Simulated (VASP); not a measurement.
# Al3GaN4 (Pm) in VASP: a series of runs, part 2 of 2

VASP 6.6.1.

## 4. Single point, PBEsol (strain along c alone, the other axes held: +1.5 %, then relaxed in part)

Contents of INCAR:

```
PREC = Accurate
ENCUT = 520
EDIFF = 1E-6
ISMEAR = 0
SIGMA = 0.02
LREAL = F
LASPH = T
NELM = 60
ALGO = Normal
ISIF = 2
LWAVE = F
LCHARG = F
GGA = PS
NBANDS = 31
```

Contents of KPOINTS:

```
Automatic mesh
0
Gamma
  6 8 4
```

Contents of POSCAR:

```
Al3GaN4
1.0
    5.0434079946      0.0000000000     -0.0000434627
    0.0000000000      3.1300738974      0.0000000000
   -0.0031594113      0.0000000000      5.4992619015
Al Ga N
3 1 4
Direct
    0.5008271294      0.5000000000      0.1669838422
    0.0014243779      0.5000000000      0.8351199139
    0.0016721452      0.0000000000      0.3321731698
    0.5003049097      0.0000000000      0.6656559823
    0.1107482086      0.0000000000      0.6649815437
    0.1217005537      0.5000000000      0.1657784306
    0.6243250027      0.5000000000      0.8415612523
    0.6225966730      0.0000000000      0.3277468651
```

Potentials or basis: VASP PAW PBE potentials, release 64 (Al, Ga_d, N).

Started as:

```console
> cat potpaw_PBE.64/Al/POTCAR potpaw_PBE.64/Ga_d/POTCAR potpaw_PBE.64/N/POTCAR > POTCAR
> mpirun -np 1 vasp_std > vasp.out
```

OUTCAR:

```text
PREC = Accurate
   ENCUT = 520
   EDIFF = 1E-6
   ISMEAR = 0
   LREAL = F
   LASPH = T
   NELM = 60
   ISIF = 2
   GGA = PS

 ion  position               nearest neighbor table
   1  0.501  0.500  0.167-   7 1.90   8 1.90   8 1.90   6 1.91   3 3.10   3 3.10   3 3.11   3 3.11
                             2 3.11   2 3.12
   2  0.001  0.500  0.835-   7 1.90   5 1.91   5 1.91   6 1.92   4 3.11   4 3.11   1 3.11   4 3.11
                             4 3.11   1 3.12   3 3.15   3 3.15   3 3.18   3 3.18
   3  0.002  0.000  0.332-   5 1.91   6 1.91   6 1.91   8 1.91   1 3.10   1 3.10   1 3.11   1 3.11
                             4 3.11   4 3.12   2 3.15   2 3.15   2 3.18   2 3.18
   4  0.500  0.000  0.666-   7 1.94   7 1.94   8 1.96   5 1.96   2 3.11   2 3.11   3 3.11   2 3.11
                             2 3.11   3 3.12
   5  0.111  0.000  0.665-   2 1.91   2 1.91   3 1.91   4 1.96
   6  0.122  0.500  0.166-   3 1.91   3 1.91   1 1.91   2 1.92
   7  0.624  0.500  0.842-   1 1.90   2 1.90   4 1.94   4 1.94
   8  0.623  0.000  0.328-   1 1.90   1 1.90   3 1.91   4 1.96

  LATTYP: Found a simple monoclinic cell.
 ALAT       =     5.0434079948
 B/A-ratio  =     0.6206267470
 C/A-ratio  =     1.0903862655
 COS(beta)  =    -0.0005831331

  Lattice vectors:

 A1 = (   5.0434079946,   0.0000000000,  -0.0000434627)
 A2 = (   0.0000000000,   3.1300738974,   0.0000000000)
 A3 = (  -0.0031594113,   0.0000000000,   5.4992619015)

Analysis of symmetry for initial positions (statically):
=====================================================================
 Subroutine PRICEL returns:
 Original cell was already a primitive cell.

 Routine SETGRP: Setting up the symmetry group for a
 simple monoclinic supercell.

 Subroutine GETGRP returns: Found  2 space group operations
 (whereof  2 operations were pure point group operations)
 out of a pool of  4 trial point group operations.

The static configuration has the point symmetry C_1h.

Analysis of symmetry for dynamics (positions and initial velocities):
=====================================================================
[... 149 lines left out ...]
   AEXX    =    0.0000 exact exchange contribution
   IVDW    =     0    specifies the selected vdW correction
   LEPSILON=     F    determine dielectric tensor
   LRPA    =     F    only Hartree local field effects (RPA)
 non-spin polarized calculation
 Gauss-broadening in eV      SIGMA  =   0.02
  energy-cutoff  :      520.00
  volume of cell :       86.81
 maximum number of plane-waves:      2356
 NGX is ok and might be reduce to    40
   NGX = 19   NGY = 11   NGZ = 21

 number of electron      41.9999987 magnetization

 Free energy of the ion-electron system (eV)
  ---------------------------------------------------
  ext. energy  EPLUGINS =         0.00000000
  ---------------------------------------------------
  free energy    TOTEN  =       -60.04502384 eV

  energy without entropy =      -60.04502384  energy(sigma->0) =      -60.04502384

 E-fermi :   5.7572     XC(G=0): -11.2518

 val. band max:        5.6716980646   @ k =   0.0000   0.0000   0.0000
 cond. band min:       9.0140971223   @ k =   0.0000   0.0000   0.0000
 fundamental gap:      3.3423990578
 Fermi energy:         5.7571672471

 k-point     1 :       0.0000    0.0000    0.0000
  band No.  band energies     occupation
      1      -9.6059      2.00000
      2      -8.2802      2.00000
      3      -8.2337      2.00000
      4      -7.3171      2.00000
      5      -7.1745      2.00000
      6      -7.0907      2.00000
[... 805 lines left out ...]
     30      16.1356      0.00000
     31      16.8041      0.00000

 [... further k-points ...]

------------------------ aborting loop because EDIFF is reached ----------------------------------------

  FORCE on cell =-STRESS in cart. coord.  units (eV):
  Direction    XX          YY          ZZ          XY          YZ          ZX
  --------------------------------------------------------------------------------------
  -------------------------------------------------------------------------------------
  Total       -0.8267286     -1.0490519     -2.9801218      0.0000000      0.0000000     -0.0097286
  in kB      -15.2577476    -19.3608511    -54.9998494      0.0000000      0.0000000     -0.1795477
  external PRESSURE =     -29.8728160 kB  Pullay stress =       0.0000000 kB

 VOLUME and BASIS-vectors are now :
 -----------------------------------------------------------------------------
  energy-cutoff  :      520.00
  volume of cell :       86.81
      direct lattice vectors                 reciprocal lattice vectors
     5.043407995  0.000000000 -0.000043463     0.198278625  0.000000000  0.000113914
     0.000000000  3.130073897  0.000000000     0.000000000  0.319481275  0.000000000
    -0.003159411  0.000000000  5.499261901     0.000001567  0.000000000  0.181842586

 POSITION                                       TOTAL-FORCE (eV/Angst)
 -----------------------------------------------------------------------------------
      2.52535      1.56504      0.91827        -0.003882      0.000000     -0.008150
      0.00455      1.56504      4.59254         0.008011      0.000000      0.001853
      0.00738      0.00000      1.82671         0.005376      0.000000     -0.000619
      2.52114      0.00000      3.66059        -0.005295      0.000000      0.010630
      0.55645      0.00000      3.65690         0.001138      0.000000     -0.004693
      0.61326      1.56504      0.91165         0.000496      0.000000      0.002434
      3.14607      1.56504      4.62794        -0.001231      0.000000     -0.006054
      3.13897      0.00000      1.80234        -0.004613      0.000000      0.004600
 -----------------------------------------------------------------------------------
    total drift:                               -0.000096     -0.000000     -0.000127

  FREE ENERGIE OF THE ION-ELECTRON SYSTEM (eV)
  ---------------------------------------------------
  free  energy   TOTEN  =       -60.0450238442 eV

  energy  without entropy=      -60.0450238442  energy(sigma->0) =      -60.04502384
```

Wall time 2.3 min (1 thread of Intel Xeon Platinum 8488C (Sapphire Rapids), shared host); peak memory 0.29 GiB.

What came out:

```yaml
Free_energy: -60.0450 eV
Pressure: -3.0 GPa
Largest_force: 0.012 eV/Å
Band_gap_on_the_k_mesh: 3.34 eV
```

Forces in eV/Å, atoms in the order of the input:
```
Al  -0.004  0.000 -0.008
Al   0.008  0.000  0.002
Al   0.005  0.000 -0.001
Ga  -0.005  0.000  0.011
N    0.001  0.000 -0.005
N    0.000  0.000  0.002
N   -0.001  0.000 -0.006
N   -0.005  0.000  0.005
```

Caveat: the cell differs from its parent crystal (strain along c alone, the other axes held: +1.5 %, then relaxed in part); the PAW data sets were made with another functional, which shifts forces and pressure a little. A k mesh can miss the band edges.

## 5. Single point, PBEsol (strain along c alone, the other axes held: +3.0 %, then relaxed in part)

Contents of INCAR:

```
PREC     = Accurate       # precision mode
ENCUT    = 520            # plane-wave cutoff, eV
EDIFF    = 1E-7           # SCF threshold, eV
ISMEAR   = 0              # smearing method
SIGMA    = 0.02           # smearing width, eV
LREAL    = F              # projectors in reciprocal space
LASPH    = T              # aspherical terms in the spheres
NELM     = 100            # most SCF steps
ALGO     = Normal         # electronic algorithm
ISIF     = 2              # what is computed and relaxed
LWAVE    = F              # write WAVECAR
LCHARG   = F              # write CHGCAR
GGA      = PS             # functional
NBANDS   = 31             # bands
```

KPOINTS is that of step 4.

Contents of POSCAR:

```
Al3GaN4
1.0
    5.0434080196      0.0000000000     -0.0000869255
    0.0000000000      3.1300738974      0.0000000000
   -0.0032061021      0.0000000000      5.5805317818
Al Ga N
3 1 4
Direct
    0.5013467319      0.5000000000      0.1666053511
    0.0020056588      0.5000000000      0.8353732110
    0.0022589502      0.0000000000      0.3324722263
    0.5008776425      0.0000000000      0.6653540368
    0.1102288404      0.0000000000      0.6637067819
    0.1211263349      0.5000000000      0.1645205496
    0.6237179584      0.5000000000      0.8428910672
    0.6220368830      0.0000000000      0.3290777760
```

Potentials or basis: VASP PAW PBE potentials, release 64 (Al, Ga_d, N).

Started as:

```console
> cat potpaw_PBE.64/Al/POTCAR potpaw_PBE.64/Ga_d/POTCAR potpaw_PBE.64/N/POTCAR > POTCAR
> mpirun -np 1 vasp_std > vasp.out
```

OUTCAR:

```text
PREC = Accurate
   ENCUT = 520
   EDIFF = 1E-7
   ISMEAR = 0
   LREAL = F
   LASPH = T
   NELM = 100
   ISIF = 2
   GGA = PS

 ion  position               nearest neighbor table
   1  0.501  0.500  0.167-   8 1.91   8 1.91   7 1.91   6 1.92   3 3.11   3 3.11   3 3.11   3 3.11
                             2 3.12   2 3.13
   2  0.002  0.500  0.835-   7 1.91   5 1.91   5 1.91   6 1.93   4 3.11   4 3.11   4 3.12   4 3.12
                             1 3.12   1 3.13   3 3.19   3 3.19   3 3.21   3 3.21
   3  0.002  0.000  0.332-   8 1.92   6 1.92   6 1.92   5 1.93   1 3.11   1 3.11   1 3.11   1 3.11
                             4 3.13   4 3.14   2 3.19   2 3.19   2 3.21   2 3.21
   4  0.501  0.000  0.665-   7 1.95   7 1.95   5 1.97   8 1.97   2 3.11   2 3.11   2 3.12   2 3.12
                             3 3.13   3 3.14
   5  0.110  0.000  0.664-   2 1.91   2 1.91   3 1.93   4 1.97
   6  0.121  0.500  0.165-   1 1.92   3 1.92   3 1.92   2 1.93
   7  0.624  0.500  0.843-   2 1.91   1 1.91   4 1.95   4 1.95
   8  0.622  0.000  0.329-   1 1.91   1 1.91   3 1.92   4 1.97

  LATTYP: Found a simple monoclinic cell.
 ALAT       =     5.0434080203
 B/A-ratio  =     0.6206267438
 C/A-ratio  =     1.1065003427
 COS(beta)  =    -0.0005917509

  Lattice vectors:

 A1 = (   5.0434080196,   0.0000000000,  -0.0000869255)
 A2 = (   0.0000000000,   3.1300738974,   0.0000000000)
 A3 = (  -0.0032061021,   0.0000000000,   5.5805317818)

Analysis of symmetry for initial positions (statically):
=====================================================================
 Subroutine PRICEL returns:
 Original cell was already a primitive cell.

 Routine SETGRP: Setting up the symmetry group for a
 simple monoclinic supercell.

 Subroutine GETGRP returns: Found  2 space group operations
 (whereof  2 operations were pure point group operations)
 out of a pool of  4 trial point group operations.

The static configuration has the point symmetry C_1h.

Analysis of symmetry for dynamics (positions and initial velocities):
=====================================================================
[... 149 lines left out ...]
   AEXX    =    0.0000 exact exchange contribution
   IVDW    =     0    specifies the selected vdW correction
   LEPSILON=     F    determine dielectric tensor
   LRPA    =     F    only Hartree local field effects (RPA)
 non-spin polarized calculation
 Gauss-broadening in eV      SIGMA  =   0.02
  energy-cutoff  :      520.00
  volume of cell :       88.10
 maximum number of plane-waves:      2404
 NGX is ok and might be reduce to    40
   NGX = 19   NGY = 11   NGZ = 21

 number of electron      41.9999993 magnetization

 Free energy of the ion-electron system (eV)
  ---------------------------------------------------
  ext. energy  EPLUGINS =         0.00000000
  ---------------------------------------------------
  free energy    TOTEN  =       -59.98089327 eV

  energy without entropy =      -59.98089327  energy(sigma->0) =      -59.98089327

 E-fermi :   5.6742     XC(G=0): -11.1845

 val. band max:        5.5651756488   @ k =   0.0000   0.0000   0.0000
 cond. band min:       8.7536342251   @ k =   0.0000   0.0000   0.0000
 fundamental gap:      3.1884585762
 Fermi energy:         5.6741963031

 k-point     1 :       0.0000    0.0000    0.0000
  band No.  band energies     occupation
      1      -9.6505      2.00000
      2      -8.3809      2.00000
      3      -8.3376      2.00000
      4      -7.4234      2.00000
      5      -7.3237      2.00000
      6      -7.2459      2.00000
[... 805 lines left out ...]
     30      15.8058      0.00000
     31      16.4496      0.00000

 [... further k-points ...]

------------------------ aborting loop because EDIFF is reached ----------------------------------------

  FORCE on cell =-STRESS in cart. coord.  units (eV):
  Direction    XX          YY          ZZ          XY          YZ          ZX
  --------------------------------------------------------------------------------------
  -------------------------------------------------------------------------------------
  Total       -1.5964724     -1.9628243     -5.8694887      0.0000000      0.0000000     -0.0130243
  in kB      -29.0347261    -35.6974935   -106.7472200      0.0000000      0.0000000     -0.2368696
  external PRESSURE =     -57.1598132 kB  Pullay stress =       0.0000000 kB

 VOLUME and BASIS-vectors are now :
 -----------------------------------------------------------------------------
  energy-cutoff  :      520.00
  volume of cell :       88.10
      direct lattice vectors                 reciprocal lattice vectors
     5.043408020  0.000000000 -0.000086926     0.198278625  0.000000000  0.000113914
     0.000000000  3.130073897  0.000000000     0.000000000  0.319481275  0.000000000
    -0.003206102  0.000000000  5.580531782     0.000003088  0.000000000  0.179194394

 POSITION                                       TOTAL-FORCE (eV/Angst)
 -----------------------------------------------------------------------------------
      2.52796      1.56504      0.92970         0.003228      0.000000      0.001492
      0.00744      1.56504      4.66183         0.001351      0.000000     -0.003119
      0.01033      0.00000      1.85537        -0.000797      0.000000      0.003375
      2.52400      0.00000      3.71299         0.008610      0.000000      0.004924
      0.55380      0.00000      3.70383         0.003292      0.000000     -0.001870
      0.61036      1.56504      0.91810        -0.005188      0.000000      0.003435
      3.14296      1.56504      4.70373        -0.004441      0.000000     -0.011750
      3.13613      0.00000      1.83637        -0.006055      0.000000      0.003514
 -----------------------------------------------------------------------------------
    total drift:                               -0.000077      0.000000     -0.000120

  FREE ENERGIE OF THE ION-ELECTRON SYSTEM (eV)
  ---------------------------------------------------
  free  energy   TOTEN  =       -59.9808932654 eV

  energy  without entropy=      -59.9808932654  energy(sigma->0) =      -59.98089327
```

Run time: 2.6 min. Hardware: 1 thread of Intel Xeon Platinum 8488C (Sapphire Rapids), shared host; peak memory 0.29 GiB.

What came out:

| Quantity | Value |
| --- | --- |
| Free energy | -59.9809 eV |
| Pressure | -5.7 GPa |
| Largest force | 0.013 eV/Å |
| Band gap on the k mesh | 3.19 eV |

Forces on the atoms (eV/Å):
```
Al   0.003  0.000  0.001
Al   0.001  0.000 -0.003
Al  -0.001  0.000  0.003
Ga   0.009  0.000  0.005
N    0.003  0.000 -0.002
N   -0.005  0.000  0.003
N   -0.004  0.000 -0.012
N   -0.006  0.000  0.004
```

Caveat: the cell differs from its parent crystal (strain along c alone, the other axes held: +3.0 %, then relaxed in part); the cell stands under tension; the PAW data sets were made with another functional, which shifts forces and pressure a little.

## 6. Summary

| task | cell | cutoff (eV) | gap on the mesh (eV) | pressure (GPa) | largest force (eV/Å) |
| --- | --- | --- | --- | --- | --- |
| relaxation of shape and atoms at fixed volume | relaxed from a = 4.879, b = 3.036, c = 5.254 Å, 8 atoms, atomic positions A | 600 | 4.25 | 22.4 | 0.01 |
| relaxation of shape and atoms at fixed volume | relaxed from a = 4.936, b = 3.068, c = 5.309 Å, 8 atoms, atomic positions A | 600 | 3.99 | 13.7 | 0.01 |
| single point | a = 5.043, b = 3.130, c = 5.499 Å, 8 atoms, atomic positions B | 520 | 3.34 | -3.0 | 0.01 |
| single point | a = 5.043, b = 3.130, c = 5.581 Å, 8 atoms, atomic positions B | 520 | 3.19 | -5.7 | 0.01 |

Alike in all rows: level PBEsol; potentials or basis VASP PAW PBE potentials, release 64 (Al, Ga_d, N); no spin polarisation; k mesh 6 × 8 × 4; smearing gaussian 0.02 eV.

Caveats: the PAW data sets were made with another functional, which shifts forces and pressure a little; the cell stands under tension (at least some runs).

Absolute energies hang on the potentials; compare differences alone.
